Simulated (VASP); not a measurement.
MnO2: single point with PBE+U

Crystal: MnO2.

```
Mn O
1.0
     4.45573    0.00000    0.00000
     0.00000    4.45573    0.00000
     0.00000    0.00000    2.76676
Mn O
2 4
Direct
  0.00000 0.00000 0.00000
  0.50000 0.50000 0.50000
  0.30239 0.30239 0.00000
  0.19761 0.80239 0.50000
  0.69761 0.69761 0.00000
  0.80239 0.19761 0.50000
```

This cell differs from its parent crystal: strain along c alone, the other axes held: -6.0 %, then relaxed in part.

* Program: VASP 6.6.1
* Task: single point
* Functional: PBE
* Potentials or basis: VASP PAW PBE potentials, release 64 (Mn_pv, O)
* Cutoff: 520 eV
* k mesh: 8 × 8 × 12
* Occupations: gaussian, width 0.1 eV
* Spin: collinear spin, ferromagnetic start
* Starting moments: [3.05, 3.05, 0.0, 0.0, 0.0, 0.0] μB
* Hubbard terms: Mn d U = 3.9 eV

```json
{
  "Pressure": "16.0 GPa",
  "Largest force": "0.049 eV/Å",
  "Band gap on the k mesh": "zero (filled and empty bands overlap)",
  "Net moment": "6.01 μB per cell",
  "Site moments": "Mn +2.97; O -0.01 μB",
  "Valence electrons inside the program's atomic spheres": "Mn 11.72; O 5.06"
}
```

Forces on the atoms (eV/Å):
```
Mn   0.000  0.000  0.000
Mn   0.000  0.000  0.000
O   -0.034 -0.034  0.000
O    0.034 -0.034  0.000
O    0.034  0.034  0.000
O   -0.034  0.034  0.000
```

Stress tensor (GPa, compression positive):
```
 9.70  0.00  0.00
 0.00  9.70  0.00
 0.00  0.00 28.55
```

Levels at points of the mesh, in eV from the Fermi level:
Spin up:
| k point | band 24 | band 25 | band 26 | band 27 | band 28 | band 29 | band 30 | band 31 | band 32 | band 33 |
| --- | --- | --- | --- | --- | --- | --- | --- | --- | --- | --- |
| (0.00, 0.00, 0.00) | -1.18 | -1.07 | -0.80 | -0.80 | -0.33 | -0.07 | 2.95 | 2.95 | 3.50 | 8.20 |
| (0.50, 0.00, 0.00) | -1.64 | -1.46 | -1.46 | -0.88 | -0.88 | 2.26 | 2.26 | 2.78 | 2.78 | 10.61 |
| (0.50, 0.50, 0.00) | -1.89 | -1.80 | -1.80 | -0.30 | -0.30 | 1.37 | 1.37 | 2.91 | 2.91 | 11.93 |
| (0.00, 0.00, 0.50) | -3.11 | -1.50 | -1.50 | -0.48 | -0.48 | 1.27 | 1.27 | 2.18 | 2.18 | 13.11 |
| (0.50, 0.00, 0.50) | -3.29 | -1.48 | -1.48 | -0.45 | -0.45 | 0.29 | 0.29 | 3.55 | 3.55 | 12.77 |
| (0.50, 0.50, 0.50) | -2.97 | -0.98 | -0.98 | -0.67 | -0.67 | 2.03 | 2.03 | 2.21 | 2.21 | 12.15 |
Spin down:
```tsv
k point	band 19	band 20	band 21	band 22	band 23	band 24	band 25	band 26
(0.00, 0.00, 0.00)	-1.20	-0.70	-0.70	0.00	1.43	1.56	2.10	2.10
(0.50, 0.00, 0.00)	-2.21	-2.21	-0.87	-0.87	2.09	2.09	2.71	2.71
(0.50, 0.50, 0.00)	-1.98	-1.98	-1.74	-1.74	1.37	1.37	2.11	2.11
(0.00, 0.00, 0.50)	-2.52	-2.52	-2.01	-2.01	2.75	2.75	2.86	2.86
(0.50, 0.00, 0.50)	-2.41	-2.41	-1.26	-1.26	1.71	1.71	2.60	2.60
(0.50, 0.50, 0.50)	-1.39	-1.39	-1.14	-1.14	2.43	2.43	2.85	2.85
```

Eigenvalues of the final occupation matrices:
| site | spin | trace | eigenvalues |
| --- | --- | --- | --- |
| site 1 d | 1 | 3.91 | 0.50 0.51 0.96 0.97 0.97 |
| site 1 d | 2 | 0.99 | 0.08 0.12 0.12 0.31 0.36 |
| site 2 d | 1 | 3.91 | 0.50 0.51 0.96 0.97 0.97 |
| site 2 d | 2 | 0.99 | 0.08 0.12 0.12 0.31 0.36 |

Wall time 4.1 min on 1 thread of Intel(R) Xeon(R) Platinum 8488C (Sapphire Rapids) (shared host), peak memory 0.4 GiB.

Caveat: the cell differs from its parent crystal (strain along c alone, the other axes held: -6.0 %, then relaxed in part); the stress differs along the axes, from 10 to 29 GPa; the run started ferromagnetic, and an antiferromagnetic order may lie lower in energy. The state reached can hang on the start; a lower one may exist.
